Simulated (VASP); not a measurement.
# GeI (R-3m) in VASP: notebook

Runs on GeI. Level: PBE. Tasks: single point, relaxation of cell and atoms.

All numbers are computed with VASP 6.6.1; they aren't measurements. Logs are shortened: lines on timing, memory, paths and dates and some standing lists are left out, and cuts for length are marked.

## 1. The cell of the first run

It takes space group R-3m (No. 166, trigonal). The conventional cell has a = 4.205 Å, b = 4.205 Å, c = 10.392 Å, α = 90.00°, β = 90.00°, γ = 120.00°. Within 3.9 Å of Ge (site symmetry -3m) lie 6 I at 2.98 Å. Within 3.9 Å of I (site symmetry -3m) lie 6 Ge at 2.98 Å.

## 2. Single point, PBE

Contents of INCAR:

```
PREC     = Accurate       # precision mode
ENCUT    = 520            # plane-wave cutoff, eV
EDIFF    = 1E-6           # SCF threshold, eV
ISMEAR   = 0              # smearing method
SIGMA    = 0.1            # smearing width, eV
LREAL    = False          # projectors in reciprocal space
LASPH    = True           # aspherical terms in the spheres
NELM     = 100            # most SCF steps
ALGO     = Normal         # electronic algorithm
ISIF     = 2              # what is computed and relaxed
LWAVE    = False          # write WAVECAR
LCHARG   = False          # write CHGCAR
GGA      = PE             # functional
NBANDS   = 18             # bands
```

Contents of KPOINTS:

```
regular mesh
0
Gamma
  6 6 6
```

Contents of POSCAR:

```
GeI
1.0
    2.1024987900      1.2138782400      3.4640551900
   -2.1024987900      1.2138782400      3.4640551900
    0.0000000000     -2.4277564800      3.4640551900
Ge I
1 1
Direct
    0.5000000000      0.5000000000      0.5000000000
    0.0000000000      0.0000000000      0.0000000000
```

Potentials or basis: VASP PAW PBE potentials, release 64 (Ge_d, I).

The run is started by

```bash
$ cat potpaw_PBE.64/Ge_d/POTCAR potpaw_PBE.64/I/POTCAR > POTCAR
$ mpirun -np 1 vasp_std > vasp.out
```

OUTCAR:

```text
PREC = Accurate
   ENCUT = 520
   EDIFF = 1E-6
   ISMEAR = 0
   LREAL = False
   LASPH = True
   NELM = 100
   ISIF = 2
   GGA = PE

 ion  position               nearest neighbor table
   1  0.500  0.500  0.500-   2 2.98   2 2.98   2 2.98   2 2.98   2 2.98   2 2.98
   2  0.000  0.000  0.000-   1 2.98   1 2.98   1 2.98   1 2.98   1 2.98   1 2.98

  LATTYP: Found a trigonal (rhomboedric) cell.
 ALAT       =     4.2300921861
 COS(alpha) =     0.5059148050

  Lattice vectors:

 A1 = (   2.1024987900,   1.2138782400,   3.4640551900)
 A2 = (  -2.1024987900,   1.2138782400,   3.4640551900)
 A3 = (   0.0000000000,  -2.4277564800,   3.4640551900)

Analysis of symmetry for initial positions (statically):
=====================================================================
 Subroutine PRICEL returns:
 Original cell was already a primitive cell.

 Routine SETGRP: Setting up the symmetry group for a
 trigonal (rhombohedral) supercell.

 Subroutine GETGRP returns: Found 12 space group operations
 (whereof 12 operations were pure point group operations)
 out of a pool of 12 trial point group operations.

The static configuration has the point symmetry D_3d.

Analysis of symmetry for dynamics (positions and initial velocities):
=====================================================================
 Subroutine PRICEL returns:
 Original cell was already a primitive cell.

 Routine SETGRP: Setting up the symmetry group for a
 trigonal (rhombohedral) supercell.

 Subroutine GETGRP returns: Found 12 space group operations
 (whereof 12 operations were pure point group operations)
 out of a pool of 12 trial point group operations.

The dynamic configuration has the point symmetry D_3d.

 Subroutine INISYM returns: Found 12 space group operations
 (whereof 12 operations are pure point group operations),
 and found     1 'primitive' translations

----------------------------------------------------------------------------------------

                                     Primitive cell

  volume of cell :      53.0453

  direct lattice vectors                    reciprocal lattice vectors
     2.102498790  1.213878240  3.464055190     0.237812265  0.137300976  0.096226334
    -2.102498790  1.213878240  3.464055190    -0.237812265  0.137300976  0.096226334
     0.000000000 -2.427756480  3.464055190     0.000000000 -0.274601951  0.096226334

  length of vectors
     4.230092186  4.230092186  4.230092184     0.290973777  0.290973777  0.290973777

  position of ions in fractional coordinates (direct lattice)
     0.500000000  0.500000000  0.500000000
     0.000000000  0.000000000  0.000000000

  ion indices of the primitive-cell ions
   primitive index   ion index
                 1           1
                 2           2

----------------------------------------------------------------------------------------

 KPOINTS: regular mesh

Automatic generation of k-mesh.
 Grid dimensions read from file:
 generate k-points for:    6    6    6

 Generating k-lattice:

  Cartesian coordinates                     Fractional coordinates (reciprocal lattice)
     0.039635378  0.022883496  0.016037722     0.166666667  0.000000000  0.000000000
    -0.039635378  0.022883496  0.016037722     0.000000000  0.166666667  0.000000000
     0.000000000 -0.045766992  0.016037722     0.000000000  0.000000000  0.166666667

  Length of vectors
     0.048495629  0.048495629  0.048495630

  Shift w.r.t. Gamma in fractional coordinates (k-lattice)
     0.000000000  0.000000000  0.000000000

 Subroutine IBZKPT returns following result:
 ===========================================

 Found     32 irreducible k-points:

 Following reciprocal coordinates:
            Coordinates               Weight
  0.000000  0.000000  0.000000      1.000000
  0.166667  0.000000  0.000000      6.000000
  0.333333  0.000000  0.000000      6.000000
  0.500000  0.000000  0.000000      3.000000
  0.166667  0.166667 -0.000000      6.000000
  0.333333  0.166667  0.000000     12.000000
[... 16 lines left out ...]
  0.500000  0.500000  0.166667      6.000000
 -0.333333  0.500000  0.166667     12.000000
 [... further k-points ...]
   k-points           NKPTS =     32   k-points in BZ     NKDIM =     32   number of bands    NBANDS=     18
   number of dos      NEDOS =    301   number of ions     NIONS =      2
   total plane-waves  NPLWV =  32768
   dimension x,y,z NGX =    32 NGY =   32 NGZ =   32
   dimension x,y,z NGXF=    64 NGYF=   64 NGZF=   64
   ions per type =               1   1
   NGX,Y,Z   is equivalent  to a cutoff of  12.58, 12.58, 12.58 a.u.
   NGXF,Y,Z  is equivalent  to a cutoff of  25.15, 25.15, 25.15 a.u.
 SYSTEM =  unknown system
   PREC   = accura    normal or accurate (medium, high low for compatibility)
   ISTART =      0    job   : 0-new  1-cont  2-samecut
   ICHARG =      2    charge: 1-file 2-atom 10-const
   ISPIN  =      1    spin polarized calculation?
   LNONCOLLINEAR =      F non collinear calculations
   LSORBIT =      F    spin-orbit coupling
   LASPH  =      T    aspherical Exc in radial PAW
   ENCUT  =  520.0 eV  38.22 Ry    6.18 a.u.   7.87  7.87  7.87*2*pi/ulx,y,z
   NELM   =    100;   NELMIN=  2; NELMDL= -5     # of ELM steps
   EDIFF  = 0.1E-05   stopping-criterion for ELM
   LREAL  =      F    real-space projection
   EDIFFG = 0.1E-04   stopping-criterion for IOM
   NSW    =      0    number of steps for IOM
   IBRION =     -1    ionic relax: 0-MD 1-quasi-New 2-CG
   NFREE  =      0    steps in history (QN), initial steepest desc. (CG)
   ISIF   =      2    stress and relaxation
   ISYM   =      2    0-nonsym 1-usesym 2-fastsym
   POTIM  = 0.5000    time-step for ionic-motion
   TEBEG  =    0.0;   TEEND  =   0.0 temperature during run
   PSTRESS=    0.0 pullay stress
   NELECT =      21.0000    total number of electrons
   NUPDOWN=      -1.0000    fix difference up-down
   EMIN   =  10.00;   EMAX   =-10.00  energy-range for DOS
   EFERMI =   0.00;   METHOD = LEGACY
   ISMEAR =     0;   SIGMA  =   0.10  broadening in eV -4-tet -1-fermi 0-gaus
   EFERMI_NEDOS =   21; number of points for ismear=-14 and -15
   IALGO  =     38    algorithm
   IMIX   =      4    mixing-type and parameters
     AMIX     =   0.40;   BMIX     =  1.00
     AMIX_MAG =   1.60;   BMIX_MAG =  1.00
  volume/ion in A,a.u.               =      26.52       178.98
  Fermi-wavevector in a.u.,A,eV,Ry     =   1.202077  2.271596 19.660270  1.444989
  Thomas-Fermi vector in A             =   2.337868
   LORBIT       =      0    0 simple, 1 ext, 2 COOP (PROOUT), +10 PAW based schemes
   GGA     = PE    functional components
   LHFCALC =     F    Hartree Fock is set to
   AEXX    =    0.0000 exact exchange contribution
   IVDW    =     0    specifies the selected vdW correction
   LEPSILON=     F    determine dielectric tensor
   LRPA    =     F    only Hartree local field effects (RPA)
 non-spin polarized calculation
 Gauss-broadening in eV      SIGMA  =   0.10
  energy-cutoff  :      520.00
  volume of cell :       53.05
 maximum number of plane-waves:      1440
   NGX = 15   NGY = 15   NGZ = 15

 number of electron      21.0000012 magnetization

 Free energy of the ion-electron system (eV)
  ---------------------------------------------------
  ext. energy  EPLUGINS =         0.00000000
  ---------------------------------------------------
  free energy    TOTEN  =        -5.09246320 eV

  energy without entropy =       -5.08201938  energy(sigma->0) =       -5.08724129

 E-fermi :   7.1818     XC(G=0):  -9.8932

 val. band max:        7.1569696912   @ k =   0.3333   0.3333   0.3333
 cond. band min:       7.2113483093   @ k =  -0.1667   0.1667   0.0000
 fundamental gap:      0.0543786182
 Fermi energy:         7.1818224523

 k-point     1 :       0.0000    0.0000    0.0000
  band No.  band energies     occupation
      1     -18.0117      2.00000
      2     -18.0117      2.00000
      3     -18.0057      2.00000
      4     -18.0057      2.00000
      5     -18.0052      2.00000
      6      -8.5595      2.00000
[... 10 lines left out ...]
     17      13.4755      0.00000
     18      13.4755      0.00000

 k-point     2 :       0.1667    0.0000    0.0000
  band No.  band energies     occupation
      1     -18.0121      2.00000
      2     -18.0121      2.00000
      3     -18.0055      2.00000
      4     -18.0052      2.00000
      5     -18.0047      2.00000
      6      -8.3498      2.00000
[... 10 lines left out ...]
     17      15.1241      0.00000
     18      15.1441      0.00000

 k-point     3 :       0.3333    0.0000    0.0000
  band No.  band energies     occupation
      1     -18.0131      2.00000
      2     -18.0129      2.00000
      3     -18.0052      2.00000
      4     -18.0040      2.00000
      5     -18.0035      2.00000
      6      -7.8378      2.00000
[... 10 lines left out ...]
     17      17.5487      0.00000
     18      18.3039      0.00000

 k-point     4 :       0.5000    0.0000    0.0000
  band No.  band energies     occupation
      1     -18.0136      2.00000
      2     -18.0134      2.00000
      3     -18.0051      2.00000
      4     -18.0034      2.00000
      5     -18.0029      2.00000
      6      -7.5046      2.00000
[... 10 lines left out ...]
     17      16.1564      0.00000
     18      16.6135      0.00000

 k-point     5 :       0.1667    0.1667   -0.0000
  band No.  band energies     occupation
      1     -18.0132      2.00000
      2     -18.0113      2.00000
      3     -18.0059      2.00000
      4     -18.0047      2.00000
      5     -18.0043      2.00000
      6      -8.2836      2.00000
[... 10 lines left out ...]
     17      13.8325      0.00000
     18      14.6003      0.00000

 k-point     6 :       0.3333    0.1667    0.0000
  band No.  band energies     occupation
      1     -18.0145      2.00000
      2     -18.0116      2.00000
      3     -18.0057      2.00000
      4     -18.0039      2.00000
      5     -18.0033      2.00000
      6      -7.8759      2.00000
[... 10 lines left out ...]
     17      15.8276      0.00000
     18      16.2913      0.00000

 k-point     7 :       0.5000    0.1667    0.0000
  band No.  band energies     occupation
      1     -18.0148      2.00000
      2     -18.0126      2.00000
      3     -18.0049      2.00000
      4     -18.0036      2.00000
      5     -18.0026      2.00000
      6      -7.4525      2.00000
[... 10 lines left out ...]
     17      16.5792      0.00000
     18      17.2720      0.00000

 k-point     8 :      -0.3333    0.1667   -0.0000
  band No.  band energies     occupation
      1     -18.0137      2.00000
      2     -18.0133      2.00000
      3     -18.0048      2.00000
      4     -18.0037      2.00000
      5     -18.0031      2.00000
      6      -7.5575      2.00000
[... 10 lines left out ...]
     17      16.9111      0.00000
     18      17.2205      0.00000
[... 229 lines left out ...]
     17      15.7723      0.00000
     18      16.2360      0.00000

 k-point    20 :       0.5000    0.3333    0.1667
  band No.  band energies     occupation
      1     -18.0157      2.00000
      2     -18.0118      2.00000
      3     -18.0053      2.00000
      4     -18.0033      2.00000
      5     -18.0026      2.00000
      6      -7.5099      2.00000
[... 10 lines left out ...]
     17      15.9701      0.00000
     18      17.5961      0.00000

 k-point    21 :      -0.3333    0.3333    0.1667
  band No.  band energies     occupation
      1     -18.0159      2.00000
      2     -18.0122      2.00000
      3     -18.0046      2.00000
      4     -18.0039      2.00000
      5     -18.0021      2.00000
      6      -7.2871      2.00000
[... 10 lines left out ...]
     17      17.3615      0.00000
     18      18.3621      0.00000

 k-point    22 :      -0.1667    0.3333    0.1667
  band No.  band energies     occupation
      1     -18.0157      2.00000
      2     -18.0117      2.00000
      3     -18.0055      2.00000
      4     -18.0033      2.00000
      5     -18.0025      2.00000
      6      -7.5016      2.00000
[... 10 lines left out ...]
     17      16.0299      0.00000
     18      17.7303      0.00000

 k-point    23 :       0.5000    0.5000    0.1667
  band No.  band energies     occupation
      1     -18.0176      2.00000
      2     -18.0108      2.00000
      3     -18.0061      2.00000
      4     -18.0023      2.00000
      5     -18.0021      2.00000
      6      -7.3373      2.00000
[... 10 lines left out ...]
     17      17.0298      0.00000
     18      18.0778      0.00000

 k-point    24 :      -0.3333    0.5000    0.1667
  band No.  band energies     occupation
      1     -18.0174      2.00000
      2     -18.0113      2.00000
      3     -18.0056      2.00000
      4     -18.0030      2.00000
      5     -18.0016      2.00000
      6      -7.2216      2.00000
[... 10 lines left out ...]
     17      18.1870      0.00000
     18      18.4154      0.00000

 [... further k-points ...]

------------------------ aborting loop because EDIFF is reached ----------------------------------------

  FORCE on cell =-STRESS in cart. coord.  units (eV):
  Direction    XX          YY          ZZ          XY          YZ          ZX
  --------------------------------------------------------------------------------------
  -------------------------------------------------------------------------------------
  Total        2.4840820      2.4840820      2.6447449      0.0000000      0.0000000      0.0000000
  in kB       75.0290715     75.0290712     79.8817269      0.0000000      0.0000000      0.0000000
  external PRESSURE =      76.6466232 kB  Pullay stress =       0.0000000 kB

 VOLUME and BASIS-vectors are now :
 -----------------------------------------------------------------------------
  energy-cutoff  :      520.00
  volume of cell :       53.05
      direct lattice vectors                 reciprocal lattice vectors
     2.102498790  1.213878240  3.464055190     0.237812265  0.137300976  0.096226334
    -2.102498790  1.213878240  3.464055190    -0.237812265  0.137300976  0.096226334
     0.000000000 -2.427756480  3.464055190     0.000000000 -0.274601951  0.096226334

 POSITION                                       TOTAL-FORCE (eV/Angst)
 -----------------------------------------------------------------------------------
      0.00000      0.00000      5.19608         0.000000     -0.000000      0.000000
      0.00000      0.00000      0.00000         0.000000      0.000000     -0.000000
 -----------------------------------------------------------------------------------
    total drift:                               -0.000000      0.000000     -0.000000

  FREE ENERGIE OF THE ION-ELECTRON SYSTEM (eV)
  ---------------------------------------------------
  free  energy   TOTEN  =        -5.0924631962 eV

  energy  without entropy=       -5.0820193757  energy(sigma->0) =       -5.08724129
```

Run time: 18 s. Hardware: 1 thread of Intel Xeon Platinum 8259CL at 2.50GHz (Skylake/Cascade Lake), shared host; peak memory 0.18 GiB.

Results:

| Quantity | Value |
| --- | --- |
| Free energy | -5.0925 eV |
| Pressure | 7.7 GPa |
| Band gap on the k mesh | zero (an odd number of electrons rules out a gap without spin polarisation) |

Stress tensor (GPa, compression positive):
```
7.50 0.00 0.00
0.00 7.50 0.00
0.00 0.00 7.99
```

Caveat: the cell stands under pressure; spin-orbit coupling is left out, which moves the levels of the heavy elements; an odd number of electrons without spin polarisation forces a metal; a magnetic or distorted state may lie lower.

## 3. Single point, PBE

This run uses another cell than the first one, of 31.05 Å³/atom.

Contents of INCAR:

```
SYSTEM = GeI
ALGO = Normal
EDIFF = 1E-6
ENCUT = 520
GGA = PE
ISIF = 2
ISMEAR = 0
LASPH = .TRUE.
LCHARG = .TRUE.
LELF = .TRUE.
LREAL = .FALSE.
LVHAR = .TRUE.
LWAVE = .FALSE.
NBANDS = 18
NELM = 80
PREC = Accurate
SIGMA = 0.1
```

Contents of KPOINTS:

```
k-points
0
G
  6 6 6
  0 0 0
```

Contents of POSCAR:

```
GeI
1.0
    2.2128882513      1.2776116276      3.6612376092
   -2.2128882513      1.2776116276      3.6612376092
    0.0000000000     -2.5552232551      3.6612376092
Ge I
1 1
Direct
    0.5000000000      0.5000000000      0.5000000000
    0.0000000000      0.0000000000      0.0000000000
```

Potentials or basis: VASP PAW PBE potentials, release 64 (Ge_d, I).

The run is started by

```bash
$ cat potpaw_PBE.64/Ge_d/POTCAR potpaw_PBE.64/I/POTCAR > POTCAR
$ mpirun -np 1 vasp_std > vasp.out
```

Wall time 31 s (1 thread of Intel Xeon Platinum 8259CL at 2.50GHz (Skylake/Cascade Lake), shared host); peak memory 0.21 GiB.

The run converged. Its results:

* Free energy: -5.2894 eV
* Pressure: 0.3 GPa
* Band gap on the k mesh: zero (an odd number of electrons rules out a gap without spin polarisation)

Levels at points of the mesh, in eV from the Fermi level:
```csv
k point,band 8,band 9,band 10,band 11,band 12,band 13
"(0.00, 0.00, 0.00)",-3.71,-3.62,-3.62,1.92,1.92,1.95
"(0.50, 0.00, 0.00)",-3.57,-3.54,-2.29,-0.89,-0.37,-0.33
"(0.50, 0.50, 0.00)",-6.31,-4.87,-4.80,2.07,2.92,2.95
"(0.50, 0.50, 0.50)",-3.51,-3.51,-2.22,-0.82,-0.28,-0.28
```

Caveat: spin-orbit coupling is left out, which moves the levels of the heavy elements; an odd number of electrons without spin polarisation forces a metal; a magnetic or distorted state may lie lower.

(Continued in part 2 of 2.)

The gap in the log of VASP goes by the Fermi energy; the results here count the filled bands.